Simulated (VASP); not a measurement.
# Ge (I4_1/amd) in VASP: further runs, part 2 of 3

VASP 6.6.1.

**3. Single point, LDA (strained cell)**

The input, INCAR:

```
SYSTEM = Ge
PREC = Accurate
ENCUT = 520
EDIFF = 1E-6
ISMEAR = 0
SIGMA = 0.1
LREAL = .False.
LASPH = .True.
NELM = 100
ALGO = Normal
ISIF = 2
LWAVE = .False.
LCHARG = .False.
GGA = CA
NBANDS = 21
```

The input, KPOINTS:

```
Automatic mesh
0
Gamma
  12 12 12
  0 0 0
```

The input, POSCAR:

```
Ge
1.0
    0.0000000000      2.8389684436      2.7893365386
    2.8389684436      0.0000000000      2.7893365386
    2.8389684436      2.8389684436      0.0000000000
Ge
2
Direct
    0.0000000000      0.0000000000      0.0000000000
    0.2500000000      0.2500000000      0.2500000000
```

Potentials or basis: VASP PAW LDA potentials, release 64 (Ge_d).

On the command line:

```console
$ cat potpaw_LDA.64/Ge_d/POTCAR > POTCAR
$ mpirun -np 1 vasp_std > vasp.out
```

OUTCAR:

```text
SYSTEM = Ge
   PREC = Accurate
   ENCUT = 520
   EDIFF = 1E-6
   ISMEAR = 0
   LREAL = .False.
   LASPH = .True.
   NELM = 100
   ISIF = 2
   GGA = CA

 ion  position               nearest neighbor table
   1  0.000  0.000  0.000-   2 2.44   2 2.44   2 2.44   2 2.44
   2  0.250  0.250  0.250-   1 2.44   1 2.44   1 2.44   1 2.44

  LATTYP: Found a body centered tetragonal cell.
 ALAT       =     4.0149076761
 C/A-ratio  =     1.3894897535

  Lattice vectors:

 A1 = (   0.0000000000,  -2.8389684436,  -2.7893365386)
 A2 = (   0.0000000000,   2.8389684436,  -2.7893365386)
 A3 = (   2.8389684436,   0.0000000000,   2.7893365386)

Analysis of symmetry for initial positions (statically):
=====================================================================
 Subroutine PRICEL returns:
 Original cell was already a primitive cell.

 Routine SETGRP: Setting up the symmetry group for a
 body centered tetragonal supercell.

 Subroutine GETGRP returns: Found 16 space group operations
 (whereof  8 operations were pure point group operations)
 out of a pool of 16 trial point group operations.

The static configuration has the point symmetry D_2d.
 The point group associated with its full space group is D_4h.

Analysis of symmetry for dynamics (positions and initial velocities):
=====================================================================
 Subroutine PRICEL returns:
 Original cell was already a primitive cell.

 Routine SETGRP: Setting up the symmetry group for a
 body centered tetragonal supercell.

 Subroutine GETGRP returns: Found 16 space group operations
 (whereof  8 operations were pure point group operations)
 out of a pool of 16 trial point group operations.

The dynamic configuration has the point symmetry D_2d.
 The point group associated with its full space group is D_4h.

 Subroutine INISYM returns: Found 16 space group operations
 (whereof  8 operations are pure point group operations),
 and found     1 'primitive' translations

----------------------------------------------------------------------------------------

                                     Primitive cell

  volume of cell :      44.9627

  direct lattice vectors                    reciprocal lattice vectors
     0.000000000  2.838968444  2.789336539    -0.176120309  0.176120309  0.179254096
     2.838968444  0.000000000  2.789336539     0.176120309 -0.176120309  0.179254096
     2.838968444  2.838968444  0.000000000     0.176120309  0.176120309 -0.179254096

  length of vectors
     3.979967355  3.979967355  4.014907676     0.306869284  0.306869284  0.306869284

  position of ions in fractional coordinates (direct lattice)
     0.000000000  0.000000000  0.000000000
     0.250000000  0.250000000  0.250000000

  ion indices of the primitive-cell ions
   primitive index   ion index
                 1           1
                 2           2

----------------------------------------------------------------------------------------

 KPOINTS: Automatic mesh

Automatic generation of k-mesh.
 Grid dimensions read from file:
 generate k-points for:   12   12   12

 Generating k-lattice:

  Cartesian coordinates                     Fractional coordinates (reciprocal lattice)
    -0.014676692  0.014676692  0.014937841     0.083333333  0.000000000  0.000000000
     0.014676692 -0.014676692  0.014937841     0.000000000  0.083333333  0.000000000
     0.014676692  0.014676692 -0.014937841     0.000000000  0.000000000  0.083333333

  Length of vectors
     0.025572440  0.025572440  0.025572440

  Shift w.r.t. Gamma in fractional coordinates (k-lattice)
     0.000000000  0.000000000  0.000000000

 Subroutine IBZKPT returns following result:
 ===========================================

 Found    163 irreducible k-points:

 Following reciprocal coordinates:
            Coordinates               Weight
  0.000000  0.000000  0.000000      1.000000
  0.083333 -0.000000  0.000000      8.000000
  0.166667 -0.000000  0.000000      8.000000
  0.250000 -0.000000  0.000000      8.000000
  0.333333 -0.000000  0.000000      8.000000
  0.416667 -0.000000  0.000000      8.000000
[... 16 lines left out ...]
  0.500000  0.166667  0.000000      8.000000
 -0.416667  0.166667  0.000000      8.000000
 [... further k-points ...]
   k-points           NKPTS =    163   k-points in BZ     NKDIM =    163   number of bands    NBANDS=     21
   number of dos      NEDOS =    301   number of ions     NIONS =      2
   total plane-waves  NPLWV =  27000
   dimension x,y,z NGX =    30 NGY =   30 NGZ =   30
   dimension x,y,z NGXF=    60 NGYF=   60 NGZF=   60
   ions per type =               2
   NGX,Y,Z   is equivalent  to a cutoff of  12.53, 12.53, 12.42 a.u.
   NGXF,Y,Z  is equivalent  to a cutoff of  25.06, 25.06, 24.84 a.u.
 SYSTEM =  Ge
   PREC   = accura    normal or accurate (medium, high low for compatibility)
   ISTART =      0    job   : 0-new  1-cont  2-samecut
   ICHARG =      2    charge: 1-file 2-atom 10-const
   ISPIN  =      1    spin polarized calculation?
   LNONCOLLINEAR =      F non collinear calculations
   LSORBIT =      F    spin-orbit coupling
   LASPH  =      T    aspherical Exc in radial PAW
   ENCUT  =  520.0 eV  38.22 Ry    6.18 a.u.   7.40  7.40  7.47*2*pi/ulx,y,z
   NELM   =    100;   NELMIN=  2; NELMDL= -5     # of ELM steps
   EDIFF  = 0.1E-05   stopping-criterion for ELM
   LREAL  =      F    real-space projection
   EDIFFG = 0.1E-04   stopping-criterion for IOM
   NSW    =      0    number of steps for IOM
   IBRION =     -1    ionic relax: 0-MD 1-quasi-New 2-CG
   NFREE  =      0    steps in history (QN), initial steepest desc. (CG)
   ISIF   =      2    stress and relaxation
   ISYM   =      2    0-nonsym 1-usesym 2-fastsym
   POTIM  = 0.5000    time-step for ionic-motion
   TEBEG  =    0.0;   TEEND  =   0.0 temperature during run
   PSTRESS=    0.0 pullay stress
   NELECT =      28.0000    total number of electrons
   NUPDOWN=      -1.0000    fix difference up-down
   EMIN   =  10.00;   EMAX   =-10.00  energy-range for DOS
   EFERMI =   0.00;   METHOD = LEGACY
   ISMEAR =     0;   SIGMA  =   0.10  broadening in eV -4-tet -1-fermi 0-gaus
   EFERMI_NEDOS =   21; number of points for ismear=-14 and -15
   IALGO  =     38    algorithm
   IMIX   =      4    mixing-type and parameters
     AMIX     =   0.40;   BMIX     =  1.00
     AMIX_MAG =   1.60;   BMIX_MAG =  1.00
  volume/ion in A,a.u.               =      22.48       151.71
  Fermi-wavevector in a.u.,A,eV,Ry     =   1.398010  2.641855 26.591647  1.954431
  Thomas-Fermi vector in A             =   2.521210
   LORBIT       =      0    0 simple, 1 ext, 2 COOP (PROOUT), +10 PAW based schemes
   GGA     = CA    functional components
   LHFCALC =     F    Hartree Fock is set to
   AEXX    =    0.0000 exact exchange contribution
   IVDW    =     0    specifies the selected vdW correction
   LEPSILON=     F    determine dielectric tensor
   LRPA    =     F    only Hartree local field effects (RPA)
 non-spin polarized calculation
 Gauss-broadening in eV      SIGMA  =   0.10
  energy-cutoff  :      520.00
  volume of cell :       44.96
 maximum number of plane-waves:      1235
 NGX is ok and might be reduce to    30
   NGX = 15   NGY = 15   NGZ = 15

 number of electron      28.0000024 magnetization

 Free energy of the ion-electron system (eV)
  ---------------------------------------------------
  ext. energy  EPLUGINS =         0.00000000
  ---------------------------------------------------
  free energy    TOTEN  =       -10.38814059 eV

  energy without entropy =      -10.38785650  energy(sigma->0) =      -10.38799855

 E-fermi :   4.8001     XC(G=0): -10.3216

 val. band max:        4.7470748636   @ k =   0.0000   0.0000   0.0000
 cond. band min:       4.8732786101   @ k =   0.5000  -0.0000   0.0000
 fundamental gap:      0.1262037466
 Fermi energy:         4.8000937386

 k-point     1 :       0.0000    0.0000    0.0000
  band No.  band energies     occupation
      1     -20.1608      2.00000
      2     -20.1562      2.00000
      3     -20.1562      2.00000
      4     -20.1214      2.00000
      5     -20.1194      2.00000
      6     -19.9087      2.00000
[... 13 lines left out ...]
     20      14.1831      0.00000
     21      14.5261      0.00000
[... 529 lines left out ...]
 k-point    24 :      -0.4167    0.1667    0.0000
  band No.  band energies     occupation
      1     -20.2011      2.00000
      2     -20.1860      2.00000
      3     -20.1157      2.00000
      4     -20.0672      2.00000
      5     -20.0574      2.00000
      6     -19.9608      2.00000
[... 13 lines left out ...]
     20      14.5024      0.00000
     21      15.1260      0.00000

 [... further k-points ...]

------------------------ aborting loop because EDIFF is reached ----------------------------------------

  FORCE on cell =-STRESS in cart. coord.  units (eV):
  Direction    XX          YY          ZZ          XY          YZ          ZX
  --------------------------------------------------------------------------------------
  -------------------------------------------------------------------------------------
  Total       -0.3020106     -0.3020106      0.0517879      0.0000000      0.0000000      0.0000000
  in kB      -10.7616958    -10.7616958      1.8453837      0.0000000      0.0000000      0.0000000
  external PRESSURE =      -6.5593360 kB  Pullay stress =       0.0000000 kB

 VOLUME and BASIS-vectors are now :
 -----------------------------------------------------------------------------
  energy-cutoff  :      520.00
  volume of cell :       44.96
      direct lattice vectors                 reciprocal lattice vectors
     0.000000000  2.838968444  2.789336539    -0.176120309  0.176120309  0.179254096
     2.838968444  0.000000000  2.789336539     0.176120309 -0.176120309  0.179254096
     2.838968444  2.838968444  0.000000000     0.176120309  0.176120309 -0.179254096

 POSITION                                       TOTAL-FORCE (eV/Angst)
 -----------------------------------------------------------------------------------
      0.00000      0.00000      0.00000         0.000000      0.000000      0.000000
      1.41948      1.41948      1.39467        -0.000000     -0.000000     -0.000000
 -----------------------------------------------------------------------------------
    total drift:                                0.000000      0.000000      0.000000

  FREE ENERGIE OF THE ION-ELECTRON SYSTEM (eV)
  ---------------------------------------------------
  free  energy   TOTEN  =       -10.3881405934 eV

  energy  without entropy=      -10.3878564991  energy(sigma->0) =      -10.38799855
```

Wall time 99 s (1 thread of Intel Xeon Platinum 8488C (Sapphire Rapids), shared host); peak memory 0.23 GiB.

What came out:

- Free energy: -10.3881 eV
- Pressure: -0.7 GPa
- Band gap on the k mesh: 0.13 eV, indirect (least direct gap 0.13 eV)

Caveat: the cell differs from its parent crystal (strained cell).

**4. Single point, LDA**

The input, INCAR:

```
ALGO     = Normal         # electronic algorithm
EDIFF    = 1E-6           # SCF threshold, eV
ENCUT    = 520            # plane-wave cutoff, eV
GGA      = CA             # functional
ISIF     = 2              # what is computed and relaxed
ISMEAR   = 0              # smearing method
LASPH    = T              # aspherical terms in the spheres
LCHARG   = F              # write CHGCAR
LREAL    = F              # projectors in reciprocal space
LWAVE    = F              # write WAVECAR
NBANDS   = 21             # bands
NELM     = 60             # most SCF steps
PREC     = Accurate       # precision mode
SIGMA    = 0.01           # smearing width, eV
```

The input, KPOINTS:

```
k-points
0
Gamma
  12 12 12
```

POSCAR is that of step 3.

Potentials or basis: VASP PAW LDA potentials, release 64 (Ge_d).

On the command line:

```console
$ cat potpaw_LDA.64/Ge_d/POTCAR > POTCAR
$ mpirun -np 1 vasp_std > vasp.out
```

OUTCAR:

```text
EDIFF = 1E-6
   ENCUT = 520
   GGA = CA
   ISIF = 2
   ISMEAR = 0
   LASPH = T
   LREAL = F
   NELM = 60
   PREC = Accurate

 ion  position               nearest neighbor table
   1  0.000  0.000  0.000-   2 2.44   2 2.44   2 2.44   2 2.44
   2  0.250  0.250  0.250-   1 2.44   1 2.44   1 2.44   1 2.44

  LATTYP: Found a body centered tetragonal cell.
 ALAT       =     4.0149076761
 C/A-ratio  =     1.3894897535

  Lattice vectors:

[... 765 lines left out ...]

------------------------ aborting loop because EDIFF is reached ----------------------------------------

  FORCE on cell =-STRESS in cart. coord.  units (eV):
  Direction    XX          YY          ZZ          XY          YZ          ZX
  --------------------------------------------------------------------------------------
  -------------------------------------------------------------------------------------
  Total       -0.3050653     -0.3050653      0.0481200      0.0000000      0.0000000      0.0000000
  in kB      -10.8705463    -10.8705463      1.7146837      0.0000000      0.0000000      0.0000000
  external PRESSURE =      -6.6754697 kB  Pullay stress =       0.0000000 kB

 VOLUME and BASIS-vectors are now :
 -----------------------------------------------------------------------------
  energy-cutoff  :      520.00
  volume of cell :       44.96
      direct lattice vectors                 reciprocal lattice vectors
     0.000000000  2.838968444  2.789336539    -0.176120309  0.176120309  0.179254096
     2.838968444  0.000000000  2.789336539     0.176120309 -0.176120309  0.179254096
     2.838968444  2.838968444  0.000000000     0.176120309  0.176120309 -0.179254096

 POSITION                                       TOTAL-FORCE (eV/Angst)
 -----------------------------------------------------------------------------------
      0.00000      0.00000      0.00000         0.000000      0.000000      0.000000
      1.41948      1.41948      1.39467        -0.000000     -0.000000     -0.000000
 -----------------------------------------------------------------------------------
    total drift:                                0.000000      0.000000      0.000000

  FREE ENERGIE OF THE ION-ELECTRON SYSTEM (eV)
  ---------------------------------------------------
  free  energy   TOTEN  =       -10.3880633977 eV

  energy  without entropy=      -10.3880633977  energy(sigma->0) =      -10.38806340
```

OSZICAR:

```text
N       E                     dE             d eps       ncg     rms          rms(c)
DAV:   1     0.190062875602E+03    0.19006E+03   -0.14672E+04  7718   0.360E+03
DAV:   2     0.174790824979E+02   -0.17258E+03   -0.16710E+03  6866   0.631E+02
DAV:   3    -0.963061437374E+01   -0.27110E+02   -0.26904E+02  7816   0.143E+02
DAV:   4    -0.105500456785E+02   -0.91943E+00   -0.91888E+00  7826   0.309E+01
DAV:   5    -0.105651478907E+02   -0.15102E-01   -0.15102E-01  7719   0.433E+00    0.331E+00
DAV:   6    -0.104469629908E+02    0.11818E+00   -0.36547E-02  7751   0.161E+00    0.190E+00
DAV:   7    -0.103873407383E+02    0.59622E-01   -0.74514E-02  7280   0.201E+00    0.140E-01
DAV:   8    -0.103880371767E+02   -0.69644E-03   -0.57040E-03  7911   0.862E-01    0.449E-02
DAV:   9    -0.103880665923E+02   -0.29416E-04   -0.95730E-05  8753   0.118E-01    0.136E-02
DAV:  10    -0.103880636395E+02    0.29528E-05   -0.94934E-06  9453   0.394E-02    0.412E-03
DAV:  11    -0.103880633977E+02    0.24170E-06   -0.92826E-07  5462   0.797E-03
   1 F= -.10388063E+02 E0= -.10388063E+02  d E =-.135346E-20
```

Run time: 99 s. Hardware: 1 thread of Intel Xeon Platinum 8488C (Sapphire Rapids), shared host; peak memory 0.23 GiB.

What came out:

```yaml
Free_energy: -10.3881 eV
Pressure: -0.7 GPa
Band_gap_on_the_k_mesh: 0.13 eV, indirect (least direct gap 0.13 eV)
```

**5. Single point, LDA**

The input, INCAR:

```
  ALGO = Normal
  EDIFF = 1E-6
  ENCUT = 520
  ISIF = 2
  ISMEAR = 0
  LASPH = T
  LCHARG = F
  LREAL = F
  LWAVE = F
  NBANDS = 21
  NELM = 60
  PREC = Accurate
  SIGMA = 0.01
```

KPOINTS is that of step 4.

POSCAR is that of step 4.

Potentials or basis: VASP PAW LDA potentials, release 64 (Ge_d).

On the command line:

```console
$ cat potpaw_LDA.64/Ge_d/POTCAR > POTCAR
$ mpirun -np 1 vasp_std > vasp.out
```

OUTCAR:

```text
EDIFF = 1E-6
   ENCUT = 520
   ISIF = 2
   ISMEAR = 0
   LASPH = T
   LREAL = F
   NELM = 60
   PREC = Accurate

 ion  position               nearest neighbor table
   1  0.000  0.000  0.000-   2 2.44   2 2.44   2 2.44   2 2.44
   2  0.250  0.250  0.250-   1 2.44   1 2.44   1 2.44   1 2.44

  LATTYP: Found a body centered tetragonal cell.
 ALAT       =     4.0149076761
 C/A-ratio  =     1.3894897535

  Lattice vectors:

 A1 = (   0.0000000000,  -2.8389684436,  -2.7893365386)
 A2 = (   0.0000000000,   2.8389684436,  -2.7893365386)
 A3 = (   2.8389684436,   0.0000000000,   2.7893365386)

Analysis of symmetry for initial positions (statically):
=====================================================================
 Subroutine PRICEL returns:
 Original cell was already a primitive cell.

 Routine SETGRP: Setting up the symmetry group for a
 body centered tetragonal supercell.

 Subroutine GETGRP returns: Found 16 space group operations
 (whereof  8 operations were pure point group operations)
 out of a pool of 16 trial point group operations.

[... 161 lines left out ...]
  free energy    TOTEN  =       -10.38806340 eV

  energy without entropy =      -10.38806340  energy(sigma->0) =      -10.38806340

 E-fermi :   4.8128     XC(G=0): -10.3215

 val. band max:        4.7473463707   @ k =   0.0000   0.0000   0.0000
 cond. band min:       4.8734407523   @ k =   0.5000  -0.0000   0.0000
 fundamental gap:      0.1260943817
 Fermi energy:         4.8127720456

 k-point     1 :       0.0000    0.0000    0.0000
  band No.  band energies     occupation
      1     -20.1605      2.00000
      2     -20.1559      2.00000
      3     -20.1559      2.00000
      4     -20.1211      2.00000
      5     -20.1192      2.00000
      6     -19.9084      2.00000
[... 565 lines left out ...]
     20      14.5026      0.00000
     21      15.1261      0.00000

 [... further k-points ...]

------------------------ aborting loop because EDIFF is reached ----------------------------------------

  FORCE on cell =-STRESS in cart. coord.  units (eV):
  Direction    XX          YY          ZZ          XY          YZ          ZX
  --------------------------------------------------------------------------------------
  -------------------------------------------------------------------------------------
  Total       -0.3050653     -0.3050653      0.0481200      0.0000000      0.0000000      0.0000000
  in kB      -10.8705463    -10.8705463      1.7146837      0.0000000      0.0000000      0.0000000
  external PRESSURE =      -6.6754697 kB  Pullay stress =       0.0000000 kB

 VOLUME and BASIS-vectors are now :
 -----------------------------------------------------------------------------
  energy-cutoff  :      520.00
  volume of cell :       44.96
      direct lattice vectors                 reciprocal lattice vectors
     0.000000000  2.838968444  2.789336539    -0.176120309  0.176120309  0.179254096
     2.838968444  0.000000000  2.789336539     0.176120309 -0.176120309  0.179254096
     2.838968444  2.838968444  0.000000000     0.176120309  0.176120309 -0.179254096

 POSITION                                       TOTAL-FORCE (eV/Angst)
 -----------------------------------------------------------------------------------
      0.00000      0.00000      0.00000         0.000000      0.000000      0.000000
      1.41948      1.41948      1.39467        -0.000000     -0.000000     -0.000000
 -----------------------------------------------------------------------------------
    total drift:                                0.000000      0.000000      0.000000

  FREE ENERGIE OF THE ION-ELECTRON SYSTEM (eV)
  ---------------------------------------------------
  free  energy   TOTEN  =       -10.3880633977 eV

  energy  without entropy=      -10.3880633977  energy(sigma->0) =      -10.38806340
```

stdout:

```text
POSCAR found type information on POSCAR Ge
 POSCAR found :  1 types and       2 ions
 scaLAPACK will be used
 LDA part: xc-table for (Slater(with rela. corr.)+CA(PZ))
 , standard interpolation
 POSCAR, INCAR and KPOINTS ok, starting setup
 FFT: planning ... GRIDC
 FFT: planning ... GRID_SOFT
 FFT: planning ... GRID
 WAVECAR not read
 entering main loop
```

Run time: 90 s. Hardware: 1 thread of Intel Xeon Platinum 8488C (Sapphire Rapids), shared host; peak memory 0.23 GiB.

Results:

| Property | Result |
| --- | --- |
| Free energy | -10.3881 eV |
| Pressure | -0.7 GPa |
| Band gap on the k mesh | 0.13 eV, indirect (least direct gap 0.13 eV) |

A k mesh can miss the band edges.

(Continued in part 3 of 3.)
